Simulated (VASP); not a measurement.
# GaN (klda) (F-43m) in VASP: vibrations by perturbation theory with LDA

Aim: the vibrations by perturbation theory of GaN (klda) with LDA.

Program: VASP 6.6.1. These are calculated values, not measurements. Logs are shortened: lines on timing, memory, paths and dates and some standing lists are left out, and cuts for length are marked.

**1. The cell of the first run**

It takes space group F-43m (No. 216, cubic). Conventional cell: a = 4.455 Å, b = 4.455 Å, c = 4.455 Å, α = 90.00°, β = 90.00°, γ = 90.00°. Within 2.6 Å of Ga (site symmetry -43m) lie 4 N at 1.93 Å. N (site symmetry -43m) has 4 Ga at 1.93 Å within 2.6 Å.

**2. Vibrations by perturbation theory, LDA**

Input file INCAR:

```
SYSTEM = GaN
PREC = Accurate
ENCUT = 520
EDIFF = 1E-8
ISMEAR = 0
SIGMA = 0.01
LREAL = .FALSE.
LASPH = .TRUE.
NELM = 60
ALGO = Normal
ISIF = 2
LWAVE = .FALSE.
LCHARG = .FALSE.
GGA = CA
IBRION = 8
NSW = 1
LEPSILON = .TRUE.
```

Input file KPOINTS:

```
Automatic mesh
0
G
  10 10 10
  0 0 0
```

Input file POSCAR:

```
GaN
1.0
    0.0000000000      2.2276025120      2.2276025120
    2.2276025120      0.0000000000      2.2276025120
    2.2276025120      2.2276025120      0.0000000000
Ga N
1 1
Direct
    0.0000000000      0.0000000000      0.0000000000
    0.2500000000      0.2500000000      0.2500000000
```

Potentials or basis: VASP PAW LDA potentials, release 64 (Ga_d, N).

On the command line:

```sh
$ cat potpaw_LDA.64/Ga_d/POTCAR potpaw_LDA.64/N/POTCAR > POTCAR
$ mpirun -np 1 vasp_std > vasp.out
```

OUTCAR:

```text
SYSTEM = GaN
   PREC = Accurate
   ENCUT = 520
   EDIFF = 1E-8
   ISMEAR = 0
   LREAL = .FALSE.
   LASPH = .TRUE.
   NELM = 60
   ISIF = 2
   GGA = CA
   IBRION = 8
   NSW = 1
   LEPSILON = .TRUE.

 ion  position               nearest neighbor table
   1  0.000  0.000  0.000-   2 1.93   2 1.93   2 1.93   2 1.93
   2  0.250  0.250  0.250-   1 1.93   1 1.93   1 1.93   1 1.93

  LATTYP: Found a face centered cubic cell.
 ALAT       =     4.4552050240

  Lattice vectors:

 A1 = (   0.0000000000,   2.2276025120,   2.2276025120)
 A2 = (   2.2276025120,   0.0000000000,   2.2276025120)
 A3 = (   2.2276025120,   2.2276025120,   0.0000000000)

Analysis of symmetry for initial positions (statically):
=====================================================================
 Subroutine PRICEL returns:
 Original cell was already a primitive cell.

 Routine SETGRP: Setting up the symmetry group for a
 face centered cubic supercell.

 Subroutine GETGRP returns: Found 24 space group operations
 (whereof 24 operations were pure point group operations)
 out of a pool of 48 trial point group operations.

The static configuration has the point symmetry T_d .

Analysis of symmetry for dynamics (positions and initial velocities):
=====================================================================
 Subroutine PRICEL returns:
 Original cell was already a primitive cell.

 Routine SETGRP: Setting up the symmetry group for a
 face centered cubic supercell.

 Subroutine GETGRP returns: Found 24 space group operations
 (whereof 24 operations were pure point group operations)
 out of a pool of 48 trial point group operations.

The dynamic configuration has the point symmetry T_d .

 Subroutine INISYM returns: Found 24 space group operations
 (whereof 24 operations are pure point group operations),
 and found     1 'primitive' translations

----------------------------------------------------------------------------------------

                                     Primitive cell

  volume of cell :      22.1077

  direct lattice vectors                    reciprocal lattice vectors
     0.000000000  2.227602512  2.227602512    -0.224456561  0.224456561  0.224456561
     2.227602512  0.000000000  2.227602512     0.224456561 -0.224456561  0.224456561
     2.227602512  2.227602512  0.000000000     0.224456561  0.224456561 -0.224456561

  length of vectors
     3.150305684  3.150305684  3.150305684     0.388770168  0.388770168  0.388770168

  position of ions in fractional coordinates (direct lattice)
     0.000000000  0.000000000  0.000000000
     0.250000000  0.250000000  0.250000000

  ion indices of the primitive-cell ions
   primitive index   ion index
                 1           1
                 2           2

----------------------------------------------------------------------------------------

 KPOINTS: Automatic mesh

Automatic generation of k-mesh.
 Grid dimensions read from file:
 generate k-points for:   10   10   10

 Generating k-lattice:

  Cartesian coordinates                     Fractional coordinates (reciprocal lattice)
    -0.022445656  0.022445656  0.022445656     0.100000000  0.000000000  0.000000000
     0.022445656 -0.022445656  0.022445656     0.000000000  0.100000000  0.000000000
     0.022445656  0.022445656 -0.022445656     0.000000000  0.000000000  0.100000000

  Length of vectors
     0.038877017  0.038877017  0.038877017

  Shift w.r.t. Gamma in fractional coordinates (k-lattice)
     0.000000000  0.000000000  0.000000000

 Subroutine IBZKPT returns following result:
 ===========================================
[... 492 lines left out ...]
 -----------------------------------------------------------------------------
  energy-cutoff  :      520.00
  volume of cell :       22.11
      direct lattice vectors                 reciprocal lattice vectors
     0.000000000  2.227602512  2.227602512    -0.224456561  0.224456561  0.224456561
     2.227602512  0.000000000  2.227602512     0.224456561 -0.224456561  0.224456561
     2.227602512  2.227602512  0.000000000     0.224456561  0.224456561 -0.224456561

 POSITION                                       TOTAL-FORCE (eV/Angst)
 -----------------------------------------------------------------------------------
      0.00000      0.00000      0.00000        -0.000000     -0.000000     -0.000000
      1.11380      1.11380      1.11380         0.000000      0.000000      0.000000
 -----------------------------------------------------------------------------------
    total drift:                                0.000002      0.000002      0.000002

  FREE ENERGIE OF THE ION-ELECTRON SYSTEM (eV)
  ---------------------------------------------------
  free  energy   TOTEN  =       -13.9437715556 eV

  energy  without entropy=      -13.9437715556  energy(sigma->0) =      -13.94377156

 HEAD OF MICROSCOPIC STATIC DIELECTRIC TENSOR (INDEPENDENT PARTICLE, excluding Hartree and local field effects)
 ------------------------------------------------------
           5.977648     0.000000     0.000000
           0.000000     5.977648     0.000000
          -0.000000     0.000000     5.977648
 ------------------------------------------------------

 Free energy of the ion-electron system (eV)
  ---------------------------------------------------
  ---------------------------------------------------
  free energy    TOTEN  =        -0.30590299 eV

  energy without entropy =       -0.30590299

------------------------ aborting loop because EDIFF is reached ----------------------------------------

--------------------------------------- Ionic step        2  -------------------------------------------

------------------------ aborting loop because EDIFF is reached ----------------------------------------

--------------------------------------- Ionic step        3  -------------------------------------------

------------------------ aborting loop because EDIFF is reached ----------------------------------------

 PIEZOELECTRIC TENSOR FIELD DIRECTION 3  (e Angst)
 -----------------------------------------------------------------------------
    -0.00116 -1.39675  0.00000           ( -0.00001 -0.11002  0.00000)
    -1.39675 -0.00116  0.00000           ( -0.11002 -0.00001  0.00000)
     0.00000  0.00000  0.00119           (  0.00000  0.00000 -0.00000)

 PIEZOELECTRIC TENSOR FIELD DIRECTION 3  (C/m^2)
 -----------------------------------------------------------------------------
    -0.00084 -1.01225  0.00000
    -1.01225 -0.00084  0.00000
     0.00000  0.00000  0.00086

--------------------------------------- Ionic step        4  -------------------------------------------

------------------------ aborting loop because EDIFF is reached ----------------------------------------

[... ionic steps 5 to 6 ...]

--------------------------------------- Ionic step        7  -------------------------------------------

 Free energy of the ion-electron system (eV)
  ---------------------------------------------------
  ---------------------------------------------------
  free energy    TOTEN  =        -0.22947838 eV

  energy without entropy =       -0.22947838

------------------------ aborting loop because EDIFF is reached ----------------------------------------

 INTERNAL STRAIN TENSOR  FOR ION    2  DIRECTION 1   (eV/Angst):
 -----------------------------------------------------------------------------
     0.00346  0.00000  0.00000
     0.00000 -0.00538 -9.42801
     0.00000 -9.42801 -0.00538

 MACROSCOPIC STATIC DIELECTRIC TENSOR (including local field effects in DFT)
 ------------------------------------------------------
           5.755779    -0.000000     0.000000
           0.000000     5.755779     0.000000
           0.000000    -0.000000     5.755779
 ------------------------------------------------------

 PIEZOELECTRIC TENSOR (including local field effects)  for field in x, y, z        (e  Angst)
          XX          YY          ZZ          XY          YZ          ZX
  --------------------------------------------------------------------------------
  x     0.00000    -0.00000    -0.00000     0.00000    -1.39835     0.00000
  y    -0.00000     0.00000    -0.00000     0.00000     0.00000    -1.39835
  z    -0.00000    -0.00000    -0.00000    -1.39835     0.00000     0.00000

 PIEZOELECTRIC TENSOR (including local field effects)  for field in x, y, z        (C/m^2)
          XX          YY          ZZ          XY          YZ          ZX
  --------------------------------------------------------------------------------
  x     0.00000    -0.00000    -0.00000     0.00000    -1.01341     0.00000
  y    -0.00000     0.00000    -0.00000     0.00000     0.00000    -1.01341
  z    -0.00000    -0.00000    -0.00000    -1.01341     0.00000     0.00000

 BORN EFFECTIVE CHARGES (including local field effects) (in |e|, cummulative output)
 ---------------------------------------------------------------------------------
 ion    1
    1     2.62566     0.00000    -0.00000
    2    -0.00000     2.62566    -0.00000
    3     0.00000     0.00000     2.62566
 ion    2
    1    -2.62566    -0.00000     0.00000
    2     0.00000    -2.62566     0.00000
    3     0.00000    -0.00000    -2.62566

 INTERNAL STRAIN TENSOR FOR ION    2 for displacements in x,y,z  (eV/Angst):
          X           Y           Z          XY          YZ          ZX
  --------------------------------------------------------------------------------
  x     0.00000     0.00000     0.00000     0.00000    -9.42801     0.00000
  y     0.00000     0.00000     0.00000     0.00000     0.00000    -9.42801
  z     0.00000     0.00000     0.00000    -9.42801     0.00000     0.00000

 SECOND DERIVATIVES (NOT SYMMETRIZED)
 ------------------------------------
               1X          1Y          1Z          2X          2Y          2Z
  1X   -13.370475    0.000000    0.000000   13.370475    0.000000    0.000000
  1Y     0.000000  -13.370475    0.000000    0.000000   13.370475    0.000000
  1Z     0.000000    0.000000  -13.370475    0.000000    0.000000   13.370475
  2X    13.338933    0.000000    0.000000  -13.338933    0.000000    0.000000
  2Y     0.000000   13.338933    0.000000    0.000000  -13.338933    0.000000
  2Z     0.000000    0.000000   13.338933    0.000000    0.000000  -13.338933

 Eigenvectors and eigenvalues of the dynamical matrix
 ----------------------------------------------------

   1 f  =   16.724555 THz   105.083481 2PiTHz  557.871122 cm-1    69.167173 meV
             X         Y         Z           dx          dy          dz
      0.000000  0.000000  0.000000     0.409338   -0.000000   -0.000000
      1.113801  1.113801  1.113801    -0.912383    0.000000   -0.000000
[... 21 lines left out ...]
   6 f/i=    0.007376 THz     0.046347 2PiTHz    0.246046 cm-1     0.030506 meV
             X         Y         Z           dx          dy          dz
      0.000000  0.000000  0.000000     0.084220    0.896685   -0.145964
      1.113801  1.113801  1.113801     0.037785    0.402295   -0.065486

--------------------------------------------------------------------------------------------------------

 MACROSCOPIC STATIC DIELECTRIC TENSOR IONIC CONTRIBUTION
 ------------------------------------------------------
           4.225361    -0.000000    -0.000000
          -0.000000     4.225361    -0.000000
          -0.000000    -0.000000     4.225361
 ------------------------------------------------------

 ELASTIC MODULI CONTR FROM IONIC RELAXATION (kBar)
 Direction    XX          YY          ZZ          XY          YZ          ZX
 --------------------------------------------------------------------------------
 XX          -0.0000      0.0000     -0.0000     -0.0000      0.0000     -0.0000
 YY           0.0000     -0.0000     -0.0000     -0.0000     -0.0000      0.0000
 ZZ          -0.0000     -0.0000     -0.0000      0.0000      0.0000      0.0000
 XY          -0.0000     -0.0000      0.0000   -449.8450      0.0000      0.0000
 YZ           0.0000     -0.0000      0.0000      0.0000   -449.8450      0.0000
 ZX          -0.0000      0.0000      0.0000      0.0000      0.0000   -449.8450
 --------------------------------------------------------------------------------

 PIEZOELECTRIC TENSOR IONIC CONTR  for field in x, y, z        (C/m^2)
          XX          YY          ZZ          XY          YZ          ZX
  --------------------------------------------------------------------------------
  x    -0.00000     0.00000    -0.00000    -0.00000     1.29729    -0.00000
  y     0.00000    -0.00000    -0.00000    -0.00000    -0.00000     1.29729
  z     0.00000     0.00000    -0.00000     1.29729    -0.00000    -0.00000
```

Wall time 6.7 min (1 thread of Intel Xeon 8259CL, shared host); peak memory 0.25 GiB.

Results:

```
Electronic dielectric tensor (diagonal)                 : 5.76
Born charges (mean of the diagonal)                     : Ga +2.63; N -2.63 e
Highest phonon frequency at Γ, LO-TO splitting left out : 558 cm⁻¹
```

Phonon frequencies in cm⁻¹ (negative: imaginary):
| q point | frequencies |
| --- | --- |
| (0.000, 0.000, 0.000) | 0 0 0 558 558 558 |

Electronic dielectric tensor:
```
5.76 0.00 0.00
0.00 5.76 0.00
0.00 0.00 5.76
```

Born effective charge tensors (e):
atom 1, Ga
```
2.63 0.00 0.00
0.00 2.63 0.00
0.00 0.00 2.63
```
atom 2, N
```
-2.63  0.00  0.00
 0.00 -2.63  0.00
 0.00  0.00 -2.63
```

Caveat: the cell wasn't relaxed at this level first, which shifts response properties.
